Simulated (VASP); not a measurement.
# Zr (Im-3m) in VASP: notebook

The runs below take Zr through single point, relaxation of cell and atoms, with PBE+D3(BJ).

Everything below comes from runs of VASP 6.6.1. Logs are shortened: lines on timing, memory, paths and dates and some standing lists are left out, and cuts for length are marked.

## (1) The cell of the first run

It takes space group Im-3m (No. 229, cubic). The conventional cell has a = 3.582 Å, b = 3.582 Å, c = 3.582 Å, α = 90.00°, β = 90.00°, γ = 90.00°. Zr (site symmetry m-3m) has 14 Zr at 3.10 to 3.58 Å within 4.1 Å.

This isn't the form of Zr at room conditions, which is hcp.

## (2) Single point, PBE+D3(BJ)

Contents of INCAR:

```
PREC = Accurate ; ENCUT = 500
EDIFF = 1E-6 ; ISMEAR = 0
SIGMA = 0.1 ; LREAL = F
LASPH = T ; NELM = 120
ALGO = Normal ; ISIF = 2
LWAVE = F ; LCHARG = F
GGA = PE ; IVDW = 12
NBANDS = 12 ; GGA_COMPAT = F
```

Contents of KPOINTS:

```
Automatic mesh
0
Gamma
  8 8 8
```

Contents of POSCAR:

```
Zr
1.0
   -1.7908472700      1.7908472700      1.7908472700
    1.7908472700     -1.7908472700      1.7908472700
    1.7908472700      1.7908472700     -1.7908472700
Zr
1
Direct
    0.0000000000      0.0000000000      0.0000000000
```

Potentials or basis: VASP PAW PBE potentials, release 64 (Zr_sv).

Started as:

```console
$ cat potpaw_PBE.64/Zr_sv/POTCAR > POTCAR
$ mpirun -np 1 vasp_std > vasp.out
```

OUTCAR:

```text
PREC = Accurate
   ENCUT = 500
   EDIFF = 1E-6
   ISMEAR = 0
   LREAL = F
   LASPH = T
   NELM = 120
   ISIF = 2
   GGA = PE
   IVDW = 12
 IVDW          = 12

 ion  position               nearest neighbor table
   1  0.000  0.000  0.000-

  LATTYP: Found a body centered cubic cell.
 ALAT       =     3.5816945400

  Lattice vectors:

 A1 = (  -1.7908472700,   1.7908472700,   1.7908472700)
 A2 = (   1.7908472700,  -1.7908472700,   1.7908472700)
 A3 = (   1.7908472700,   1.7908472700,  -1.7908472700)

Analysis of symmetry for initial positions (statically):
=====================================================================
 Subroutine PRICEL returns:
 Original cell was already a primitive cell.

 Routine SETGRP: Setting up the symmetry group for a
 body centered cubic supercell.

 Subroutine GETGRP returns: Found 48 space group operations
 (whereof 48 operations were pure point group operations)
 out of a pool of 48 trial point group operations.

The static configuration has the point symmetry O_h .

Analysis of symmetry for dynamics (positions and initial velocities):
=====================================================================
 Subroutine PRICEL returns:
 Original cell was already a primitive cell.

 Routine SETGRP: Setting up the symmetry group for a
 body centered cubic supercell.

 Subroutine GETGRP returns: Found 48 space group operations
 (whereof 48 operations were pure point group operations)
 out of a pool of 48 trial point group operations.

The dynamic configuration has the point symmetry O_h .

 Subroutine INISYM returns: Found 48 space group operations
 (whereof 48 operations are pure point group operations),
 and found     1 'primitive' translations

----------------------------------------------------------------------------------------

                                     Primitive cell

  volume of cell :      22.9739

  direct lattice vectors                    reciprocal lattice vectors
    -1.790847270  1.790847270  1.790847270     0.000000000  0.279197455  0.279197455
     1.790847270 -1.790847270  1.790847270     0.279197455  0.000000000  0.279197455
     1.790847270  1.790847270 -1.790847270     0.279197455  0.279197455  0.000000000

  length of vectors
     3.101838460  3.101838460  3.101838460     0.394844827  0.394844827  0.394844827

  position of ions in fractional coordinates (direct lattice)
     0.000000000  0.000000000  0.000000000

  ion indices of the primitive-cell ions
   primitive index   ion index
                 1           1

----------------------------------------------------------------------------------------

 KPOINTS: Automatic mesh

Automatic generation of k-mesh.
 Grid dimensions read from file:
 generate k-points for:    8    8    8

 Generating k-lattice:

  Cartesian coordinates                     Fractional coordinates (reciprocal lattice)
     0.000000000  0.034899682  0.034899682     0.125000000  0.000000000  0.000000000
     0.034899682  0.000000000  0.034899682     0.000000000  0.125000000  0.000000000
     0.034899682  0.034899682  0.000000000     0.000000000  0.000000000  0.125000000

  Length of vectors
     0.049355603  0.049355603  0.049355603

  Shift w.r.t. Gamma in fractional coordinates (k-lattice)
     0.000000000  0.000000000  0.000000000

 Subroutine IBZKPT returns following result:
 ===========================================

 Found     29 irreducible k-points:

 Following reciprocal coordinates:
            Coordinates               Weight
  0.000000  0.000000  0.000000      1.000000
  0.125000  0.000000  0.000000     12.000000
  0.250000  0.000000  0.000000     12.000000
  0.375000  0.000000  0.000000     12.000000
  0.500000  0.000000  0.000000      6.000000
  0.125000  0.125000  0.000000     24.000000
[... 16 lines left out ...]
 -0.250000  0.250000  0.250000      6.000000
 -0.375000  0.375000  0.250000     24.000000
 [... further k-points ...]
   k-points           NKPTS =     29   k-points in BZ     NKDIM =     29   number of bands    NBANDS=     12
   number of dos      NEDOS =    301   number of ions     NIONS =      1
   total plane-waves  NPLWV =  13824
   dimension x,y,z NGX =    24 NGY =   24 NGZ =   24
   dimension x,y,z NGXF=    48 NGYF=   48 NGZF=   48
   ions per type =               1
   NGX,Y,Z   is equivalent  to a cutoff of  12.86, 12.86, 12.86 a.u.
   NGXF,Y,Z  is equivalent  to a cutoff of  25.73, 25.73, 25.73 a.u.
 SYSTEM =  unknown system
   PREC   = accura    normal or accurate (medium, high low for compatibility)
   ISTART =      0    job   : 0-new  1-cont  2-samecut
   ICHARG =      2    charge: 1-file 2-atom 10-const
   ISPIN  =      1    spin polarized calculation?
   LNONCOLLINEAR =      F non collinear calculations
   LSORBIT =      F    spin-orbit coupling
   LASPH  =      T    aspherical Exc in radial PAW
   ENCUT  =  500.0 eV  36.75 Ry    6.06 a.u.   5.66  5.66  5.66*2*pi/ulx,y,z
   NELM   =    120;   NELMIN=  2; NELMDL= -5     # of ELM steps
   EDIFF  = 0.1E-05   stopping-criterion for ELM
   LREAL  =      F    real-space projection
   EDIFFG = 0.1E-04   stopping-criterion for IOM
   NSW    =      0    number of steps for IOM
   IBRION =     -1    ionic relax: 0-MD 1-quasi-New 2-CG
   NFREE  =      0    steps in history (QN), initial steepest desc. (CG)
   ISIF   =      2    stress and relaxation
   ISYM   =      2    0-nonsym 1-usesym 2-fastsym
   POTIM  = 0.5000    time-step for ionic-motion
   TEBEG  =    0.0;   TEEND  =   0.0 temperature during run
   PSTRESS=    0.0 pullay stress
   NELECT =      12.0000    total number of electrons
   NUPDOWN=      -1.0000    fix difference up-down
   EMIN   =  10.00;   EMAX   =-10.00  energy-range for DOS
   EFERMI =   0.00;   METHOD = LEGACY
   ISMEAR =     0;   SIGMA  =   0.10  broadening in eV -4-tet -1-fermi 0-gaus
   EFERMI_NEDOS =   21; number of points for ismear=-14 and -15
   IALGO  =     38    algorithm
   IMIX   =      4    mixing-type and parameters
     AMIX     =   0.40;   BMIX     =  1.00
     AMIX_MAG =   1.60;   BMIX_MAG =  1.00
  volume/ion in A,a.u.               =      22.97       155.04
  Fermi-wavevector in a.u.,A,eV,Ry     =   1.318429  2.491469 23.650390  1.738255
  Thomas-Fermi vector in A             =   2.448399
   LORBIT       =      0    0 simple, 1 ext, 2 COOP (PROOUT), +10 PAW based schemes
   GGA     = PE    functional components
   LHFCALC =     F    Hartree Fock is set to
   AEXX    =    0.0000 exact exchange contribution
   IVDW    =    12    specifies the selected vdW correction
   LEPSILON=     F    determine dielectric tensor
   LRPA    =     F    only Hartree local field effects (RPA)
 non-spin polarized calculation
 Gauss-broadening in eV      SIGMA  =   0.10
  energy-cutoff  :      500.00
  volume of cell :       22.97
 maximum number of plane-waves:       603
   NGX = 11   NGY = 11   NGZ = 11

 number of electron      12.0000000 magnetization

 Free energy of the ion-electron system (eV)
  ---------------------------------------------------
  ext. energy  EPLUGINS =         0.00000000
  ---------------------------------------------------
  free energy    TOTEN  =        -8.43561964 eV

  energy without entropy =       -8.42264103  energy(sigma->0) =       -8.42913034

 E-fermi :   8.8772     XC(G=0): -11.1385

 val. band max:        8.7069871699   @ k =   0.5000   0.5000   0.1250
 cond. band min:       8.8954211417   @ k =   0.2500   0.2500   0.0000
 fundamental gap:      0.1884339719
 Fermi energy:         8.8772464524

 k-point     1 :       0.0000    0.0000    0.0000
  band No.  band energies     occupation
      1     -39.6175      2.00000
      2     -17.1109      2.00000
      3     -17.1109      2.00000
      4     -17.1109      2.00000
      5       3.4668      2.00000
      6       9.9839      0.00000
      7       9.9839      0.00000
      8       9.9839      0.00000
      9      12.4904      0.00000
     10      12.4904      0.00000
     11      21.2898      0.00000
     12      21.2898      0.00000

 k-point     2 :       0.1250    0.0000    0.0000
  band No.  band energies     occupation
      1     -39.5945      2.00000
      2     -17.2677      2.00000
      3     -17.1589      2.00000
      4     -17.1121      2.00000
      5       3.9898      2.00000
      6       9.6475      0.00000
      7       9.8276      0.00000
      8      10.5014      0.00000
      9      12.0765      0.00000
     10      12.4948      0.00000
     11      21.6852      0.00000
     12      22.2358      0.00000

 k-point     3 :       0.2500    0.0000    0.0000
  band No.  band energies     occupation
      1     -39.5383      2.00000
      2     -17.6317      2.00000
      3     -17.2726      2.00000
      4     -17.1150      2.00000
      5       5.2237      2.00000
      6       8.9574      0.25693
      7       9.2859      0.00000
      8      11.9610      0.00000
      9      12.0411      0.00000
     10      12.6185      0.00000
     11      21.3976      0.00000
     12      22.7341      0.00000
[... 286 lines left out ...]
 k-point    23 :      -0.2500    0.2500    0.2500
  band No.  band energies     occupation
      1     -39.4704      2.00000
      2     -17.6520      2.00000
      3     -17.4489      2.00000
      4     -17.4489      2.00000
      5       6.5958      2.00000
      6       8.5777      1.99998
      7      10.3479      0.00000
      8      10.3479      0.00000
      9      11.8525      0.00000
     10      13.4924      0.00000
     11      21.4140      0.00000
     12      24.6078      0.00000

 k-point    24 :      -0.3750    0.3750    0.2500
  band No.  band energies     occupation
      1     -39.4218      2.00000
      2     -17.8569      2.00000
      3     -17.5696      2.00000
      4     -17.4797      2.00000
      5       7.1478      2.00000
      6       7.7375      2.00000
      7      10.3559      0.00000
      8      10.9411      0.00000
      9      13.5297      0.00000
     10      14.0263      0.00000
     11      20.7361      0.00000
     12      22.2542      0.00000

 [... further k-points ...]

------------------------ aborting loop because EDIFF is reached ----------------------------------------

 Edisp (eV)   -0.53496

 E8    (eV) :    -0.2744

  FORCE on cell =-STRESS in cart. coord.  units (eV):
  Direction    XX          YY          ZZ          XY          YZ          ZX
  --------------------------------------------------------------------------------------
  -------------------------------------------------------------------------------------
  Total      -0.54841    -0.54841    -0.54841     0.00000    -0.00000     0.00000
  in kB     -38.24578   -38.24578   -38.24578     0.00000    -0.00000     0.00000
  external pressure =      -38.25 kB  Pullay stress =        0.00 kB

 VOLUME and BASIS-vectors are now :
 -----------------------------------------------------------------------------
  energy-cutoff  :      500.00
  volume of cell :       22.97
      direct lattice vectors                 reciprocal lattice vectors
    -1.790847270  1.790847270  1.790847270     0.000000000  0.279197455  0.279197455
     1.790847270 -1.790847270  1.790847270     0.279197455  0.000000000  0.279197455
     1.790847270  1.790847270 -1.790847270     0.279197455  0.279197455  0.000000000

 POSITION                                       TOTAL-FORCE (eV/Angst)
 -----------------------------------------------------------------------------------
      0.00000      0.00000      0.00000        -0.000000     -0.000000      0.000000
 -----------------------------------------------------------------------------------
    total drift:                               -0.000000      0.000000      0.000000

  FREE ENERGIE OF THE ION-ELECTRON SYSTEM (eV)
  ---------------------------------------------------
  free  energy   TOTEN  =        -8.9705759654 eV

  energy  without entropy=       -8.9575973526  energy(sigma->0) =       -8.96408666
```

Wall time 6.1 s (1 thread of AMD EPYC 7R13 (Zen 3), shared host); peak memory 0.12 GiB.

Results:

```
Free energy                : -8.9706 eV
Pressure                   : -3.8 GPa
Band gap on the k mesh     : zero (bands 6 and 7 overlap by 1.67 eV)
Dispersion energy per atom : -0.535 eV
```

Levels at points of the mesh, in eV from the Fermi level:
| k point | band 4 | band 5 | band 6 | band 7 | band 8 | band 9 |
| --- | --- | --- | --- | --- | --- | --- |
| (0.00, 0.00, 0.00) | -25.99 | -5.41 | 1.11 | 1.11 | 1.11 | 3.61 |
| (0.50, 0.00, 0.00) | -26.00 | -2.84 | -0.71 | 1.63 | 3.61 | 4.29 |
| (0.50, 0.50, 0.50) | -26.68 | -2.61 | -2.61 | 5.69 | 5.69 | 5.69 |

Caveat: the cell stands under tension.

## (3) Single point, PBE+D3(BJ)

This run uses another cell than the first one, of 21.81 Å³/atom.

Contents of INCAR:

```
SYSTEM = Zr
  PREC = Accurate
  ENCUT = 500
  EDIFF = 1E-6
  ISMEAR = 0
  SIGMA = 0.1
  LREAL = .FALSE.
  LASPH = .TRUE.
  NELM = 120
  ALGO = Normal
  ISIF = 2
  LWAVE = .FALSE.
  LCHARG = .FALSE.
  GGA = PE
  IVDW = 12
  NBANDS = 12
  GGA_COMPAT = .FALSE.
```

Contents of KPOINTS:

```
regular mesh
0
G
  16 16 16
  0 0 0
```

Contents of POSCAR:

```
Zr
1.0
   -1.7601064203      1.7601064203      1.7601064203
    1.7601064203     -1.7601064203      1.7601064203
    1.7601064203      1.7601064203     -1.7601064203
Zr
1
Direct
    0.0000000000      0.0000000000      0.0000000000
```

Potentials or basis: VASP PAW PBE potentials, release 64 (Zr_sv).

Started as:

```console
$ cat potpaw_PBE.64/Zr_sv/POTCAR > POTCAR
$ mpirun -np 1 vasp_std > vasp.out
```

It took 23 s on 1 thread of AMD EPYC 7R13 (Zen 3), shared host; peak memory 0.14 GiB.

Results (log left out):

| Item | Value |
| --- | --- |
| Free energy | -8.9912 eV |
| Pressure | 0.0 GPa |
| Band gap on the k mesh | zero (bands 6 and 7 overlap by 1.95 eV) |
| Dispersion energy per atom | -0.565 eV |

Levels at points of the mesh, in eV from the Fermi level:
```
           k point  band 3  band 4  band 5  band 6  band 7  band 8  band 9  band 10
(0.00, 0.00, 0.00)  -25.77  -25.77   -5.46    1.17    1.17    1.17    3.81     3.81
(0.50, 0.00, 0.00)  -26.14  -25.78   -2.96   -0.77    1.89    3.84    4.56     6.82
(0.50, 0.50, 0.50)  -26.57  -26.57   -2.80   -2.80    6.07    6.07    6.07     7.92
```

## (4) Relaxation of cell and atoms, PBE+D3(BJ)

Contents of INCAR:

```
ALGO = Normal
EDIFF = 1E-7
EDIFFG = -0.002
ENCUT = 500
GGA = PE
GGA_COMPAT = False
IBRION = 2
ISIF = 3
ISMEAR = 0
IVDW = 12
LASPH = True
LCHARG = False
LREAL = False
LWAVE = False
NELM = 120
NELMIN = 4
NSW = 100
PREC = Accurate
SIGMA = 0.1
```

Contents of KPOINTS:

```
k-points
0
Gamma
  16 16 16
```

Contents of POSCAR:

```
Zr
1.0
   -1.7908472700      1.7908472700      1.7908472700
    1.7908472700     -1.7908472700      1.7908472700
    1.7908472700      1.7908472700     -1.7908472700
Zr
1
Direct
    0.0000000000      0.0000000000      0.0000000000
```

Started as:

```console
$ cat potpaw_PBE.64/Zr_sv/POTCAR > POTCAR
$ mpirun -np 1 vasp_std > vasp.out
```

It took 53 s on 1 thread of AMD EPYC 7R13 (Zen 3), shared host; peak memory 0.14 GiB.

The run converged. Its results:

- Free energy: -8.9917 eV
- Relaxed volume: 21.82 Å³/atom
- Relaxed cell: a = 3.049 Å, b = 3.049 Å, c = 3.049 Å, α = 109.47°, β = 109.47°, γ = 109.47°
- Space group after relaxing (to 0.1 Å): Im-3m (No. 229)
- Energy gained by relaxing: 16.4 meV/atom
- Ionic steps: 3
- Pressure after relaxing: 0.0 GPa
- Band gap on the k mesh: zero (bands 6 and 7 overlap by 1.95 eV)
- Dispersion energy per atom: -0.565 eV

The path:
| step | energy change (eV) | largest force (eV/Å) | pressure (GPa) | volume (Å³) |
| --- | --- | --- | --- | --- |
| 1 | 0.0000 | 0.0000 | -4.38 | 22.97 |
| 2 | -0.0061 | 0.0000 | 3.91 | 20.95 |
| 3 | -0.0164 | 0.0000 | -0.01 | 21.82 |

Final structure:
```yaml
crystal:
  lattice:
    - [-1.76030, 1.76030, 1.76030]
    - [1.76030, -1.76030, 1.76030]
    - [1.76030, 1.76030, -1.76030]
  atoms:
    - { symbol: Zr, position: [0.00000, 0.00000, 0.00000] }
```

Levels at points of the mesh, in eV from the Fermi level:
```csv
k point,band 2,band 3,band 4,band 5,band 6,band 7,band 8,band 9,band 10
"(0.00, 0.00, 0.00)",-25.77,-25.77,-25.77,-5.46,1.16,1.16,1.16,3.81,3.81
"(0.50, 0.00, 0.00)",-26.95,-26.14,-25.78,-2.96,-0.77,1.89,3.84,4.56,6.82
"(0.50, 0.50, 0.50)",-26.57,-26.57,-26.57,-2.80,-2.80,6.07,6.07,6.07,7.92
```

## (5) The runs side by side

| task | cell | k mesh | gap on the mesh (eV) | pressure (GPa) |
| --- | --- | --- | --- | --- |
| single point | a = 3.102 Å, angles 109.5°, 1 atom | 8 × 8 × 8 | none | -3.8 |
| single point | a = 3.049 Å, angles 109.5°, 1 atom | 16 × 16 × 16 | none | 0.0 |
| relaxation of cell and atoms | relaxed from a = 3.102 Å, angles 109.5°, 1 atom | 16 × 16 × 16 | none | 0.0 |

Alike in all rows: level PBE+D3(BJ); potentials or basis VASP PAW PBE potentials, release 64 (Zr_sv); no spin polarisation; cutoff (eV) 500; smearing gaussian 0.1 eV.

Caveats: the cell stands under tension (at least some runs).

Total energies depend on the potentials used, so only differences within one code and one set of settings carry meaning.

The gap in the log of VASP goes by the Fermi energy; the results here count the filled bands.